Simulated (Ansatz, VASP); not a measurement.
## ZrTa2C2: VASP beside Ansatz

File INCAR:

```
SYSTEM = ZrTa2C2
  PREC = Accurate
  ENCUT = 520
  EDIFF = 1E-6
  ISMEAR = 0
  SIGMA = 0.1
  LREAL = .FALSE.
  LASPH = .TRUE.
  NELM = 150
  ALGO = Normal
  ISIF = 2
  LWAVE = .FALSE.
  LCHARG = .TRUE.
  ISPIN = 2
  MAGMOM = 1 0 0 0 0
  LORBIT = 11
  LMAXMIX = 4
  GGA = PE
  LELF = .TRUE.
  LVHAR = .TRUE.
  NBANDS = 33
```

KPOINTS

```
regular mesh
0
G
  4 4 4
  0 0 0
```

Contents of POSCAR:

```
ZrTa2C2
1.0
    4.1326600396      0.0000000000      0.0000000000
    0.0000000000      4.1326600396      0.0000000000
    0.0000000000      0.0000000000      5.6607039292
Zr Ta C
1 2 2
Direct
    0.0000000000      0.0000000000      0.0000000000
    0.5000000000      0.0000000000      0.5000000000
    0.0000000000      0.5000000000      0.5000000000
    0.0000000000      0.0000000000      0.6288312930
    0.0000000000      0.0000000000      0.3711687070
```

Input for Ansatz:

```yaml
crystal:
  lattice:
    - [4.1326600396, 0.0, 0.0]
    - [0.0, 4.1326600396, 0.0]
    - [0.0, 0.0, 5.6607039292]
  atoms:
    - { symbol: Zr, position: [0.0, 0.0, 0.0], spin: 1.0 }
    - { symbol: Ta, position: [0.5, 0.0, 0.5] }
    - { symbol: Ta, position: [0.0, 0.5, 0.5] }
    - { symbol: C, position: [0.0, 0.0, 0.628831293] }
    - { symbol: C, position: [0.0, 0.0, 0.371168707] }
basis:
  ecutwfc: 420
kpoints:
  mp_grid: { grid: [4, 4, 4] }
hamiltonian:
  xc: pbe
scf:
  occupations: { method: gaussian, width: 0.1 }
  lower_state_search: "off"
output:
  forces: true
  stress: true
  eigenvalues: true
  populations: true
magnetization:
  spin_polarized: true
```

Alike in both runs: task single point; functional PBE; k mesh 4 × 4 × 4; occupations gaussian, width 0.1 eV; collinear spin.

```csv
,VASP,Ansatz
version,VASP 6.6.1,Ansatz 0.2.0
potentials or method,"VASP PAW PBE potentials, release 64 (Zr_sv, Ta_pv, C), cutoff 520 eV","scalar-relativistic, plane waves, PAW"
valence electrons in the cell,42,46
```

```csv
,VASP,Ansatz,Ansatz less VASP
gap on the k mesh at the Fermi level (eV),none,none,-
pressure (GPa),0.3,0.1,-0.26
rms of the force components (eV/Å),0.031,0.004,-0.0272
net moment per atom (μB),0.00,0.00,0.000
```

Atom by atom the forces differ by 0.027 eV/Å (rms over components). A gap of «none» marks a metal or a gap that the smearing closes. With one functional, cell and mesh, what is left measures potentials, basis and numerics. VASP's potentials hold 42 valence electrons a cell and Ansatz's 46, so a difference there can come from the potentials and not from the codes. Ansatz's warnings: seeded moment not kept.

The k mesh is coarse, so the values compare programs but aren't converged. Spin-orbit coupling is off throughout.
